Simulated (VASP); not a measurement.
# CdS (Greenockite) (P6_3mc) in VASP: notebook

The runs below take CdS (Greenockite) through vibrations by perturbation theory, with PBEsol.

Program: VASP 6.6.1. These are calculated values, not measurements. Logs are shortened: lines on timing, memory, paths and dates and some standing lists are left out, and cuts for length are marked.

**1. The cell of the first run**

The structure is hexagonal, space group P6_3mc (No. 186). Conventional cell: a = 3.996 Å, b = 3.996 Å, c = 6.515 Å, α = 90.00°, β = 90.00°, γ = 120.00°. Within 3.2 Å of Cd (site symmetry 3m) lie 4 S at 2.44 to 2.45 Å. Within 3.2 Å of S (site symmetry 3m) lie 4 Cd at 2.44 to 2.45 Å.

**2. Vibrations by perturbation theory, PBEsol**

File INCAR:

```
ALGO = Normal
EDIFF = 1E-8
ENCUT = 520
GGA = PS
IBRION = 8
ISIF = 2
ISMEAR = 0
LASPH = T
LCHARG = T
LREAL = F
LWAVE = F
NELM = 60
NSW = 1
PREC = Accurate
SIGMA = 0.01
```

File KPOINTS:

```
k-points
0
Gamma
  6 6 4
```

File POSCAR:

```
CdS
1.0
    3.9958963545      0.0000000000      0.0000000000
   -1.9979481772      3.4605477538      0.0000000000
    0.0000000000      0.0000000000      6.5153848420
Cd S
2 2
Direct
    0.3333333333      0.6666666667     -0.0003734476
    0.6666666667      0.3333333333      0.4996265524
    0.3333333333      0.6666666667      0.3753734476
    0.6666666667      0.3333333333      0.8753734476
```

Potentials or basis: VASP PAW PBE potentials, release 64 (Cd, S).

The run is started by

```sh
> cat potpaw_PBE.64/Cd/POTCAR potpaw_PBE.64/S/POTCAR > POTCAR
> mpirun -np 1 vasp_std > vasp.out
```

OUTCAR:

```text
EDIFF = 1E-8
   ENCUT = 520
   GGA = PS
   IBRION = 8
   ISIF = 2
   ISMEAR = 0
   LASPH = T
   LREAL = F
   NELM = 60
   NSW = 1
   PREC = Accurate

 ion  position               nearest neighbor table
   1  0.333  0.667  1.000-   4 2.44   4 2.44   4 2.44   3 2.45
   2  0.667  0.333  0.500-   3 2.44   3 2.44   3 2.44   4 2.45
   3  0.333  0.667  0.375-   2 2.44   2 2.44   2 2.44   1 2.45
   4  0.667  0.333  0.875-   1 2.44   1 2.44   1 2.44   2 2.45

  LATTYP: Found a hexagonal cell.
 ALAT       =     3.9958963545
 C/A-ratio  =     1.6305189785

  Lattice vectors:

 A1 = (   3.9958963545,   0.0000000000,   0.0000000000)
 A2 = (  -1.9979481772,   3.4605477538,   0.0000000000)
 A3 = (   0.0000000000,   0.0000000000,   6.5153848420)

Analysis of symmetry for initial positions (statically):
=====================================================================
 Subroutine PRICEL returns:
 Original cell was already a primitive cell.

 Routine SETGRP: Setting up the symmetry group for a
 hexagonal supercell.

 Subroutine GETGRP returns: Found 12 space group operations
 (whereof  6 operations were pure point group operations)
 out of a pool of 24 trial point group operations.

The static configuration has the point symmetry C_3v.
 The point group associated with its full space group is C_6v.

Analysis of symmetry for dynamics (positions and initial velocities):
=====================================================================
 Subroutine PRICEL returns:
 Original cell was already a primitive cell.

 Routine SETGRP: Setting up the symmetry group for a
 hexagonal supercell.

 Subroutine GETGRP returns: Found 12 space group operations
 (whereof  6 operations were pure point group operations)
 out of a pool of 24 trial point group operations.

The dynamic configuration has the point symmetry C_3v.
 The point group associated with its full space group is C_6v.

[... 712 lines left out ...]

  energy  without entropy=      -13.4265625006  energy(sigma->0) =      -13.42656250

[... ionic steps 2 to 9 ...]

--------------------------------------- Ionic step       10  -------------------------------------------

------------------------ aborting loop because EDIFF is reached ----------------------------------------

[... ionic steps 11 to 11 ...]

--------------------------------------- Ionic step       12  -------------------------------------------

 Free energy of the ion-electron system (eV)
  ---------------------------------------------------
  ---------------------------------------------------
  free energy    TOTEN  =        -0.12281021 eV

  energy without entropy =       -0.12281021

------------------------ aborting loop because EDIFF is reached ----------------------------------------

 INTERNAL STRAIN TENSOR  FOR ION    3  DIRECTION 3   (eV/Angst):
 -----------------------------------------------------------------------------
     6.37999  0.00000  0.00000
     0.00000  6.37999 -0.00000
    -0.00000  0.00000-12.35606

 INTERNAL STRAIN TENSOR FOR ION    4 for displacements in x,y,z  (eV/Angst):
          X           Y           Z          XY          YZ          ZX
  --------------------------------------------------------------------------------
  x     0.00000    -0.00000     0.00000    10.21544     0.00000     6.48923
  y    10.21544   -10.21544     0.00000    -0.00000     6.12083     0.00000
  z     6.37999     6.37999   -12.35606     0.00000     0.00000     0.00000

 SECOND DERIVATIVES (NOT SYMMETRIZED)
 ------------------------------------
               1X          1Y          1Z          2X          2Y          2Z          3X          3Y          3Z          4X          4Y          4Z
  1X    -7.201754   -0.000000    0.000000   -0.052782   -0.000000    0.000000   -0.189146   -0.000000    0.000000    7.443683    0.000000    0.000000
  1Y    -0.000000   -7.201754   -0.000000   -0.000000   -0.052782   -0.000000   -0.000000   -0.189146    0.000000    0.000000    7.443683   -0.000000
  1Z    -0.000000    0.000000   -8.769401   -0.000000    0.000000    1.823861    0.000000   -0.000000    5.790320    0.000000    0.000000    1.155220
  2X    -0.052782   -0.000000    0.000000   -7.201754   -0.000000    0.000000    7.443683    0.000000    0.000000   -0.189146   -0.000000   -0.000000
  2Y    -0.000000   -0.052782    0.000000   -0.000000   -7.201754    0.000000    0.000000    7.443683    0.000000   -0.000000   -0.189146   -0.000000
  2Z     0.000000   -0.000000    1.823861    0.000000   -0.000000   -8.769401    0.000000   -0.000000    1.155220    0.000000    0.000000    5.790320
  3X    -0.186596   -0.000000    0.000000    7.448047    0.000000   -0.000000   -7.850415   -0.000000   -0.000000    0.588964    0.000000    0.000000
  3Y    -0.000000   -0.186596   -0.000000    0.000000    7.448047    0.000000   -0.000000   -7.850415    0.000000    0.000000    0.588964    0.000000
  3Z    -0.000000    0.000000    5.793492    0.000000   -0.000000    1.164185    0.000000   -0.000000  -10.046225   -0.000000    0.000000    3.088547
  4X     7.448047    0.000000    0.000000   -0.186596   -0.000000    0.000000    0.588964    0.000000    0.000000   -7.850415   -0.000000   -0.000000
  4Y     0.000000    7.448047    0.000000   -0.000000   -0.186596    0.000000    0.000000    0.588964    0.000000   -0.000000   -7.850415    0.000000
  4Z    -0.000000    0.000000    1.164185    0.000000   -0.000000    5.793492    0.000000    0.000000    3.088547   -0.000000    0.000000  -10.046225

 Eigenvectors and eigenvalues of the dynamical matrix
 ----------------------------------------------------

   1 f  =   10.221359 THz    64.222693 2PiTHz  340.947838 cm-1    42.272125 meV
             X         Y         Z           dx          dy          dz
     -0.000000  2.307032  6.512952     0.000000   -0.000000    0.159495
      1.997948  1.153516  3.255259    -0.000000    0.000000   -0.159495
     -0.000000  2.307032  2.445702     0.000000   -0.000000   -0.688884
      1.997948  1.153516  5.703395    -0.000000    0.000000    0.688884
[... 71 lines left out ...]
  12 f/i=    0.002993 THz     0.018805 2PiTHz    0.099831 cm-1     0.012377 meV
             X         Y         Z           dx          dy          dz
     -0.000000  2.307032  6.512952    -0.000000    0.000000    0.623841
      1.997948  1.153516  3.255259    -0.000000    0.000000    0.623841
     -0.000000  2.307032  2.445702    -0.000000    0.000000    0.332899
      1.997948  1.153516  5.703395    -0.000000    0.000000    0.332899

--------------------------------------------------------------------------------------------------------

 ELASTIC MODULI CONTR FROM IONIC RELAXATION (kBar)
 Direction    XX          YY          ZZ          XY          YZ          ZX
 --------------------------------------------------------------------------------
 XX        -656.6601    240.0851    403.0151     -0.0000     -0.0000     -0.0000
 YY         240.0851   -656.6601    403.0151     -0.0000     -0.0000      0.0000
 ZZ         403.0151    403.0151   -779.7934      0.0000     -0.0000     -0.0000
 XY          -0.0000     -0.0000      0.0000   -448.3726      0.0000     -0.0000
 YZ           0.0000     -0.0000     -0.0000      0.0000   -194.1197     -0.0000
 ZX          -0.0000      0.0000     -0.0000     -0.0000     -0.0000   -198.6351
 --------------------------------------------------------------------------------
```

OSZICAR:

```text
N       E                     dE             d eps       ncg     rms          rms(c)
DAV:   1     0.256966433618E+03    0.25697E+03   -0.18308E+04   924   0.153E+03
DAV:   2    -0.666036174498E+00   -0.25763E+03   -0.25217E+03  1032   0.369E+02
DAV:   3    -0.142846170271E+02   -0.13619E+02   -0.13583E+02  1116   0.862E+01
DAV:   4    -0.144293364434E+02   -0.14472E+00   -0.14467E+00  1062   0.894E+00
[... 85 lines left out ...]
RMM:  13    -0.122810213614E+00   -0.82080E-08   -0.30927E-07  1598   0.313E-05    0.140E-06
RMM:  14    -0.122810210966E+00    0.26483E-08   -0.29301E-07  1163   0.278E-05    0.389E-07
RMM:  15    -0.122810209773E+00    0.11931E-08   -0.29468E-07  1301   0.278E-05    0.266E-07
RMM:  16    -0.122810210014E+00   -0.24090E-09   -0.29445E-07   779   0.271E-05    0.131E-07
RMM:  17    -0.122810210268E+00   -0.25406E-09   -0.29434E-07   733   0.271E-05    0.556E-08
 Linear response finished
```

Run time: 14 min. Hardware: 1 thread of Intel Xeon Platinum 8488C (Sapphire Rapids), shared host; peak memory 0.51 GiB.

What came out:

```yaml
Highest_phonon_frequency_at_Γ_LO-TO_splitting_left_out: 341 cm⁻¹
```

Phonon frequencies in cm⁻¹ (negative: imaginary):
```
              q point                              frequencies
(0.000, 0.000, 0.000)  0 0 0 22 22 144 275 281 281 297 297 341
```

Caveat: the cell wasn't relaxed at this level first, which shifts response properties.

(Continued in part 2 of 2.)
